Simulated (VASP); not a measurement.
A run of VASP 6.6.1 is set up as follows.

File INCAR:

```
SYSTEM = Y2Si3O
PREC = Accurate
ENCUT = 600
EDIFF = 1E-7
ISMEAR = 0
SIGMA = 0.1
LREAL = .False.
LASPH = .True.
NELM = 100
ALGO = Normal
ISIF = 3
LWAVE = .False.
LCHARG = .False.
GGA = PE
IBRION = 2
NSW = 90
EDIFFG = -0.04
```

KPOINTS

```
regular mesh
0
Gamma
  6 6 2
  0 0 0
```

The input POSCAR:

```
Y2Si3O
1.0
    3.5039725900      0.0000000000      0.0000000000
    0.0000000000      3.5039725900      0.0000000000
    0.0000000000      0.0000000000      7.6865659700
Y Si O
2 3 1
Direct
    0.0000000000      0.5000000000      0.7372320300
    0.5000000000      0.0000000000      0.2627679700
    0.5000000000      0.5000000000      0.0000000000
    0.0000000000      0.5000000000      0.3774000100
    0.5000000000      0.0000000000      0.6225999900
    0.0000000000      0.0000000000      0.0000000000
```

Potentials or basis: VASP PAW PBE potentials, release 64 (Y_sv, Si, O).

Command:

```console
$ cat potpaw_PBE.64/Y_sv/POTCAR potpaw_PBE.64/Si/POTCAR potpaw_PBE.64/O/POTCAR > POTCAR
$ mpirun -np 1 vasp_std > vasp.out
```

(1) Estimate the relaxed cell.

(2) Predict the relaxed volume.

## Answers

(1) a = 3.381 Å, b = 3.381 Å, c = 9.398 Å, α = 90.00°, β = 90.00°, γ = 90.00°.

(2) 17.91 Å³/atom.

Caveat: the k points lie up to 0.33 Å⁻¹ apart in the final cell, too coarse for converged energies and pressures of a metal; a cell axis changed by over 15 % at a fixed basis, so the end point is rough.
